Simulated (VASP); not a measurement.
Set up this calculation in VASP 6.6.1, as the native input.

```yaml
Task: single point
Functional: r2SCAN
Potentials_or_basis: VASP PAW PBE potentials, release 64 (K_sv, Br)
Cutoff: 520 eV
k_mesh: 6 × 6 × 6
Occupations: gaussian, width 0.01 eV
Spin: no spin polarisation
Dipole_correction: no
Further_INCAR_settings: ALGO = Normal; EDIFF = 1e-06; NBANDS = 15
```

Crystal: KBr.

```
K Br
1.0
     0.00000    3.30244    3.30244
     3.30244    0.00000    3.30244
     3.30244    3.30244    0.00000
K Br
1 1
Direct
  0.00000 0.00000 0.00000
  0.50000 0.50000 0.50000
```

These files were run (other wordings do the same):

POSCAR

```
KBr
1.0
    0.0000000000      3.3024387198      3.3024387198
    3.3024387198      0.0000000000      3.3024387198
    3.3024387198      3.3024387198      0.0000000000
K Br
1 1
Direct
    0.0000000000      0.0000000000      0.0000000000
    0.5000000000      0.5000000000      0.5000000000
```

INCAR.step1

```
SYSTEM = KBr
ALGO = Normal
EDIFF = 1E-4
ENCUT = 520
GGA = PE
ISMEAR = 0
LASPH = .TRUE.
LCHARG = .FALSE.
LREAL = .FALSE.
LWAVE = .TRUE.
NBANDS = 15
NELM = 60
PREC = Accurate
SIGMA = 0.01
```

INCAR.step2

```
SYSTEM = KBr
ALGO = Normal
EDIFF = 1E-6
ENCUT = 520
ISIF = 2
ISMEAR = 0
ISTART = 1
LASPH = .TRUE.
LCHARG = .TRUE.
LELF = .TRUE.
LMIXTAU = .TRUE.
LREAL = .FALSE.
LVHAR = .TRUE.
LWAVE = .FALSE.
METAGGA = R2SCAN
NBANDS = 15
NELM = 60
PREC = Accurate
SIGMA = 0.01
```

KPOINTS

```
k-points
0
G
  6 6 6
  0 0 0
```

Potentials or basis: VASP PAW PBE potentials, release 64 (K_sv, Br).

Launch:

```console
$ cat potpaw_PBE.64/K_sv/POTCAR potpaw_PBE.64/Br/POTCAR > POTCAR
$ cp INCAR.step1 INCAR
$ mpirun -np 1 vasp_std > vasp.out
$ cp INCAR.step2 INCAR
$ mpirun -np 1 vasp_std > vasp.out
```

It gave:

| Quantity | Value |
| --- | --- |
| Pressure | 0.0 GPa |
| Band gap on the k mesh | 5.07 eV, direct |

Caveat: the PAW data sets were made with another functional, which shifts forces and pressure a little.

Wall time 4.9 min on 1 thread of AMD EPYC 7R13, on a shared host, peak memory 0.19 GiB.
